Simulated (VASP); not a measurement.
# Pd2PtSe6 in VASP: a series of runs

The runs below take Pd2PtSe6 through single point, with PBE.

Everything below comes from runs of VASP 6.6.1. Logs are shortened: lines on timing, memory, paths and dates and some standing lists are left out, and cuts for length are marked.

## 1. The cell of the first run

The typed cell holds 9 atoms: a = 3.795 Å, b = 3.795 Å, c = 15.160 Å, α = 89.95°, β = 90.02°, γ = 120.01°.

## 2. Single point, PBE

File INCAR:

```
SYSTEM = Pd2PtSe6
PREC = Accurate
ENCUT = 520
EDIFF = 1E-6
ISMEAR = 0
SIGMA = 0.2
LREAL = .FALSE.
LASPH = .TRUE.
NELM = 100
ALGO = Normal
ISIF = 2
LWAVE = .FALSE.
LCHARG = .FALSE.
GGA = PE
NBANDS = 43
```

File KPOINTS:

```
Automatic mesh
0
G
  6 6 2
  0 0 0
```

File POSCAR:

```
Pd2PtSe6
1.0
    3.7952103267     -0.0000674647     -0.0006783124
   -1.8976550319      3.2861393716      0.0015662860
   -0.0026461101      0.0053401861     15.1604883972
Pd Pt Se
2 1 6
Direct
    0.0003208159      0.0007417306      0.3373384687
   -0.0005149178     -0.0007360657      0.6627273277
    0.0001832849     -0.0000017258     -0.0000634316
    0.3335164539      0.6663784499      0.0851503216
    0.3336479180      0.6671093572      0.4229289334
    0.3328419473      0.6657124944      0.7474755952
    0.6669872475      0.3343126324      0.2525829639
    0.6661594863      0.3328727071      0.5771325656
    0.6668577639      0.3336104200      0.9147272555
```

Potentials or basis: VASP PAW PBE potentials, release 64 (Pd, Pt, Se).

Run with:

```
$ cat potpaw_PBE.64/Pd/POTCAR potpaw_PBE.64/Pt/POTCAR potpaw_PBE.64/Se/POTCAR > POTCAR
$ mpirun -np 1 vasp_std > vasp.out
```

OUTCAR:

```text
SYSTEM = Pd2PtSe6
   PREC = Accurate
   ENCUT = 520
   EDIFF = 1E-6
   ISMEAR = 0
   LREAL = .FALSE.
   LASPH = .TRUE.
   NELM = 100
   ISIF = 2
   GGA = PE

 ion  position               nearest neighbor table
   1  0.000  0.001  0.337-   7 2.54   7 2.54   7 2.54   5 2.55   5 2.55   5 2.55
   2  0.999  0.999  0.663-   6 2.54   6 2.54   6 2.54   8 2.55   8 2.55   8 2.55
   3  0.000  1.000  1.000-   9 2.54   4 2.54   9 2.54   4 2.54   9 2.54   4 2.54
   4  0.334  0.666  0.085-   3 2.54   3 2.54   3 2.54
   5  0.334  0.667  0.423-   1 2.55   1 2.55   1 2.55
   6  0.333  0.666  0.747-   2 2.54   2 2.54   2 2.54
   7  0.667  0.334  0.253-   1 2.54   1 2.54   1 2.54
   8  0.666  0.333  0.577-   2 2.55   2 2.55   2 2.55
   9  0.667  0.334  0.915-   3 2.54   3 2.54   3 2.54

  LATTYP: Found a triclinic cell.
 ALAT       =     3.7947080313
 B/A-ratio  =     1.0001323835
 C/A-ratio  =     3.9951662799
 COS(alpha) =     0.0003532747
 COS(beta)  =     0.0008050749
 COS(gamma) =     0.5000947849

  Lattice vectors:

 A1 = (  -1.8976550319,   3.2861393716,   0.0015662860)
 A2 = (  -3.7952103267,   0.0000674647,   0.0006783124)
 A3 = (  -0.0026461101,   0.0053401861,  15.1604883972)

Analysis of symmetry for initial positions (statically):
=====================================================================
 Subroutine PRICEL returns:
 Original cell was already a primitive cell.

 Routine SETGRP: Setting up the symmetry group for a
 triclinic supercell.

 Subroutine GETGRP returns: Found  1 space group operations
 (whereof  1 operations were pure point group operations)
 out of a pool of  2 trial point group operations.

The static configuration has the point symmetry C_1 .

Analysis of symmetry for dynamics (positions and initial velocities):
=====================================================================
 Subroutine PRICEL returns:
 Original cell was already a primitive cell.

 Routine SETGRP: Setting up the symmetry group for a
 triclinic supercell.

 Subroutine GETGRP returns: Found  1 space group operations
 (whereof  1 operations were pure point group operations)
 out of a pool of  2 trial point group operations.

The dynamic configuration has the point symmetry C_1 .

 Subroutine INISYM returns: Found  1 space group operations
 (whereof  1 operations are pure point group operations),
 and found     1 'primitive' translations

----------------------------------------------------------------------------------------

                                     Primitive cell

  volume of cell :     189.0734

  direct lattice vectors                    reciprocal lattice vectors
     3.795210327 -0.000067465 -0.000678312     0.263492712  0.152159792 -0.000007607
    -1.897655032  3.286139372  0.001566286     0.000005390  0.304311620 -0.000107191
    -0.002646110  0.005340186 15.160488397     0.000011789 -0.000024632  0.065960946

  length of vectors
     3.795210388  3.794708031 15.160489569     0.304271279  0.304311639  0.065960952

  position of ions in fractional coordinates (direct lattice)
     0.000320816  0.000741731  0.337338469
     0.999485082  0.999263934  0.662727328
     0.000183285  0.999998274  0.999936568
     0.333516454  0.666378450  0.085150322
     0.333647918  0.667109357  0.422928933
     0.332841947  0.665712494  0.747475595
     0.666987248  0.334312632  0.252582964
     0.666159486  0.332872707  0.577132566
     0.666857764  0.333610420  0.914727255

  ion indices of the primitive-cell ions
   primitive index   ion index
                 1           1
                 2           2
                 3           3
                 4           4
                 5           5
                 6           6
                 7           7
                 8           8
                 9           9

----------------------------------------------------------------------------------------

 KPOINTS: Automatic mesh

Automatic generation of k-mesh.
 Grid dimensions read from file:
 generate k-points for:    6    6    2

 Generating k-lattice:

  Cartesian coordinates                     Fractional coordinates (reciprocal lattice)
     0.043915452  0.025359965 -0.000001268     0.166666667  0.000000000 -0.000000000
     0.000000898  0.050718603 -0.000017865     0.000000000  0.166666667  0.000000000
     0.000005894 -0.000012316  0.032980473     0.000000000  0.000000000  0.500000000

  Length of vectors
     0.050711880  0.050718607  0.032980476

  Shift w.r.t. Gamma in fractional coordinates (k-lattice)
     0.000000000  0.000000000  0.000000000

 Subroutine IBZKPT returns following result:
 ===========================================

 Found     40 irreducible k-points:

 Following reciprocal coordinates:
            Coordinates               Weight
  0.000000  0.000000  0.000000      1.000000
  0.166667  0.000000  0.000000      2.000000
  0.333333 -0.000000 -0.000000      2.000000
  0.500000 -0.000000  0.000000      1.000000
 -0.000000  0.166667  0.000000      2.000000
  0.166667  0.166667  0.000000      2.000000
[... 16 lines left out ...]
  0.333333 -0.000000  0.500000      2.000000
  0.500000 -0.000000  0.500000      1.000000
 [... further k-points ...]
   k-points           NKPTS =     40   k-points in BZ     NKDIM =     40   number of bands    NBANDS=     43
   number of dos      NEDOS =    301   number of ions     NIONS =      9
   total plane-waves  NPLWV =  94080
   dimension x,y,z NGX =    28 NGY =   28 NGZ =  120
   dimension x,y,z NGXF=    56 NGYF=   56 NGZF=  240
   ions per type =               2   1   6
   NGX,Y,Z   is equivalent  to a cutoff of  12.27, 12.27, 13.16 a.u.
   NGXF,Y,Z  is equivalent  to a cutoff of  24.53, 24.53, 26.32 a.u.
 SYSTEM =  Pd2PtSe6
   PREC   = accura    normal or accurate (medium, high low for compatibility)
   ISTART =      0    job   : 0-new  1-cont  2-samecut
   ICHARG =      2    charge: 1-file 2-atom 10-const
   ISPIN  =      1    spin polarized calculation?
   LNONCOLLINEAR =      F non collinear calculations
   LSORBIT =      F    spin-orbit coupling
   LASPH  =      T    aspherical Exc in radial PAW
   ENCUT  =  520.0 eV  38.22 Ry    6.18 a.u.   7.06  7.06 28.19*2*pi/ulx,y,z
   NELM   =    100;   NELMIN=  2; NELMDL= -5     # of ELM steps
   EDIFF  = 0.1E-05   stopping-criterion for ELM
   LREAL  =      F    real-space projection
   EDIFFG = 0.1E-04   stopping-criterion for IOM
   NSW    =      0    number of steps for IOM
   IBRION =     -1    ionic relax: 0-MD 1-quasi-New 2-CG
   NFREE  =      0    steps in history (QN), initial steepest desc. (CG)
   ISIF   =      2    stress and relaxation
   ISYM   =      2    0-nonsym 1-usesym 2-fastsym
   POTIM  = 0.5000    time-step for ionic-motion
   TEBEG  =    0.0;   TEEND  =   0.0 temperature during run
   PSTRESS=    0.0 pullay stress
   NELECT =      66.0000    total number of electrons
   NUPDOWN=      -1.0000    fix difference up-down
   EMIN   =  10.00;   EMAX   =-10.00  energy-range for DOS
   EFERMI =   0.00;   METHOD = LEGACY
   ISMEAR =     0;   SIGMA  =   0.20  broadening in eV -4-tet -1-fermi 0-gaus
   EFERMI_NEDOS =   21; number of points for ismear=-14 and -15
   IALGO  =     38    algorithm
   IMIX   =      4    mixing-type and parameters
     AMIX     =   0.40;   BMIX     =  1.00
     AMIX_MAG =   1.60;   BMIX_MAG =  1.00
  volume/ion in A,a.u.               =      21.01       141.77
  Fermi-wavevector in a.u.,A,eV,Ry     =   1.152690  2.178269 18.077993  1.328695
  Thomas-Fermi vector in A             =   2.289340
   LORBIT       =      0    0 simple, 1 ext, 2 COOP (PROOUT), +10 PAW based schemes
   GGA     = PE    functional components
   LHFCALC =     F    Hartree Fock is set to
   AEXX    =    0.0000 exact exchange contribution
   IVDW    =     0    specifies the selected vdW correction
   LEPSILON=     F    determine dielectric tensor
   LRPA    =     F    only Hartree local field effects (RPA)
 non-spin polarized calculation
 Gauss-broadening in eV      SIGMA  =   0.20
  energy-cutoff  :      520.00
  volume of cell :      189.07
 maximum number of plane-waves:      5121
   NGX = 15   NGY = 15   NGZ = 57

 number of electron      66.0000005 magnetization

 Free energy of the ion-electron system (eV)
  ---------------------------------------------------
  ext. energy  EPLUGINS =         0.00000000
  ---------------------------------------------------
  free energy    TOTEN  =       -40.41652220 eV

  energy without entropy =      -40.35272978  energy(sigma->0) =      -40.38462599

 E-fermi :   5.4880     XC(G=0): -10.4231

 val. band max:        5.4764069611   @ k =   0.5000   0.3333   0.5000
 cond. band min:       5.4981211631   @ k =  -0.3333   0.3333   0.0000
 fundamental gap:      0.0217142020
 Fermi energy:         5.4880194328

 k-point     1 :       0.0000    0.0000    0.0000
  band No.  band energies     occupation
      1      -9.3989      2.00000
      2      -8.9870      2.00000
      3      -8.6638      2.00000
      4      -7.5964      2.00000
      5      -7.5594      2.00000
      6      -6.7591      2.00000
[... 35 lines left out ...]
     42      10.2739      0.00000
     43      10.5980      0.00000

 k-point     2 :       0.1667    0.0000    0.0000
  band No.  band energies     occupation
      1      -9.1312      2.00000
      2      -8.7509      2.00000
      3      -8.4528      2.00000
      4      -7.5815      2.00000
      5      -7.5002      2.00000
      6      -6.8499      2.00000
[... 35 lines left out ...]
     42      11.3090      0.00000
     43      11.5472      0.00000

 k-point     3 :       0.3333   -0.0000   -0.0000
  band No.  band energies     occupation
      1      -8.4653      2.00000
      2      -8.1885      2.00000
      3      -7.9623      2.00000
      4      -7.5909      2.00000
      5      -7.3740      2.00000
      6      -7.0877      2.00000
[... 919 lines left out ...]
      6      -7.0969      2.00000
[... 35 lines left out ...]
     42      11.0819      0.00000
     43      11.3002      0.00000

 k-point    24 :       0.5000   -0.0000    0.5000
  band No.  band energies     occupation
      1      -7.9310      2.00000
      2      -7.8410      2.00000
      3      -7.7420      2.00000
      4      -7.4415      2.00000
      5      -7.4158      2.00000
      6      -7.3528      2.00000
[... 35 lines left out ...]
     42      10.8251      0.00000
     43      11.0605      0.00000

 [... further k-points ...]

------------------------ aborting loop because EDIFF is reached ----------------------------------------

  FORCE on cell =-STRESS in cart. coord.  units (eV):
  Direction    XX          YY          ZZ          XY          YZ          ZX
  --------------------------------------------------------------------------------------
  -------------------------------------------------------------------------------------
  Total        0.0395100      0.0473318     -0.0205837     -0.0010477     -0.0062732      0.0036230
  in kB        0.3348014      0.4010822     -0.1744231     -0.0088777     -0.0531581      0.0307008
  external PRESSURE =       0.1871535 kB  Pullay stress =       0.0000000 kB

 VOLUME and BASIS-vectors are now :
 -----------------------------------------------------------------------------
  energy-cutoff  :      520.00
  volume of cell :      189.07
      direct lattice vectors                 reciprocal lattice vectors
     3.795210327 -0.000067465 -0.000678312     0.263492712  0.152159792 -0.000007607
    -1.897655032  3.286139372  0.001566286     0.000005390  0.304311620 -0.000107191
    -0.002646110  0.005340186 15.160488397     0.000011789 -0.000024632  0.065960946

 POSITION                                       TOTAL-FORCE (eV/Angst)
 -----------------------------------------------------------------------------------
     -0.00108      0.00424      5.11422         0.000239     -0.000628     -0.001651
      1.89524      3.28719     10.04816         0.000126      0.000571      0.000476
     -1.89960      3.29147     15.16109         0.000372     -0.000173      0.000860
      0.00098      2.19024      1.29174        -0.000869      0.000631      0.002554
     -0.00080      2.19445      6.41263        -0.000393      0.000030      0.000939
     -0.00207      2.19159     11.33291        -0.000009      0.000577      0.007904
      1.89628      1.09990      3.82935         0.000125     -0.000974     -0.007933
      1.89501      1.09690      8.74968         0.000392      0.000416     -0.001103
      1.89537      1.10113     13.86778         0.000016     -0.000450     -0.002046
 -----------------------------------------------------------------------------------
    total drift:                                0.000018     -0.000008      0.000058

  FREE ENERGIE OF THE ION-ELECTRON SYSTEM (eV)
  ---------------------------------------------------
  free  energy   TOTEN  =       -40.4165221974 eV

  energy  without entropy=      -40.3527297793  energy(sigma->0) =      -40.38462599
```

Wall time 14 min (1 thread of AMD EPYC 7R13, shared host); peak memory 0.45 GiB.

What came out:

- Free energy: -40.4165 eV
- Pressure: 0.0 GPa
- Largest force: 0.008 eV/Å
- Band gap on the k mesh: zero (band 33 reaches 6.38 eV, above the bottom of band 34 at 5.40 eV)

Forces in eV/Å, atoms in the order of the input:
```
Pd   0.000 -0.001 -0.002
Pd   0.000  0.001  0.000
Pt   0.000  0.000  0.001
Se  -0.001  0.001  0.003
Se   0.000  0.000  0.001
Se   0.000  0.001  0.008
Se   0.000 -0.001 -0.008
Se   0.000  0.000 -0.001
Se   0.000  0.000 -0.002
```

Caveat: spin-orbit coupling is left out, which moves the levels of the heavy elements.

## 3. Single point, PBE

This run uses another cell than the first one, of 21.06 Å³/atom, 1.003 times its volume.

File INCAR:

```
SYSTEM = Pd2PtSe6
  ALGO = Normal
  EDIFF = 1E-6
  ENCUT = 520
  GGA = PE
  ISIF = 2
  ISMEAR = 0
  LASPH = .True.
  LCHARG = .False.
  LREAL = .False.
  LWAVE = .False.
  NBANDS = 43
  NELM = 100
  PREC = Accurate
  SIGMA = 0.1
```

File KPOINTS:

```
k-points
0
Gamma
  12 12 4
  0 0 0
```

File POSCAR:

```
Pd2PtSe6
1.0
    3.7965571026      0.0000000289      0.0000000000
   -1.8982785763      3.2879148833      0.0000000000
    0.0000000000      0.0000000000     15.1870676000
Pd Pt Se
2 1 6
Direct
    0.0000000000      0.0000000000      0.3369200000
    0.0000000000      0.0000000000      0.6630800000
    0.0000000000      0.0000000000      0.0000000000
    0.3333333333      0.6666666667      0.0848830000
    0.3333333333      0.6666666667      0.4220050000
    0.3333333333      0.6666666667      0.7475880000
    0.6666666667      0.3333333333      0.2524120000
    0.6666666667      0.3333333333      0.5779950000
    0.6666666667      0.3333333333      0.9151170000
```

Potentials or basis: VASP PAW PBE potentials, release 64 (Pd, Pt, Se).

Run with:

```
$ cat potpaw_PBE.64/Pd/POTCAR potpaw_PBE.64/Pt/POTCAR potpaw_PBE.64/Se/POTCAR > POTCAR
$ mpirun -np 1 vasp_std > vasp.out
```

It took 25 min on 1 thread of AMD EPYC 7R13, shared host; peak memory 0.62 GiB.

It converged, with:

- Free energy: -40.3689 eV
- Pressure: 0.0 GPa
- Largest force: 0.008 eV/Å
- Band gap on the k mesh: zero (band 33 reaches 6.34 eV, above the bottom of band 34 at 5.37 eV)

Forces on the atoms (eV/Å):
```
Pd   0.000  0.000 -0.004
Pd   0.000  0.000  0.004
Pt   0.000  0.000  0.000
Se   0.000  0.000  0.003
Se   0.000  0.000  0.008
Se   0.000  0.000  0.004
Se   0.000  0.000 -0.004
Se   0.000  0.000 -0.008
Se   0.000  0.000 -0.003
```

Levels at points of the mesh, in eV from the Fermi level:
```csv
k point,band 30,band 31,band 32,band 33,band 34,band 35,band 36,band 37
"(0.00, 0.00, 0.00)",-0.79,-0.58,-0.58,0.82,1.10,1.10,1.64,1.64
"(0.50, 0.00, 0.00)",-2.43,-2.28,-1.47,-1.26,0.48,0.90,1.21,1.25
"(0.00, 0.00, 0.50)",-0.64,-0.64,0.12,0.29,1.20,1.20,1.48,1.48
"(0.50, 0.00, 0.50)",-2.17,-2.17,-2.14,-0.88,0.71,0.73,0.93,1.42
```

Caveat: spin-orbit coupling is left out, which moves the levels of the heavy elements.
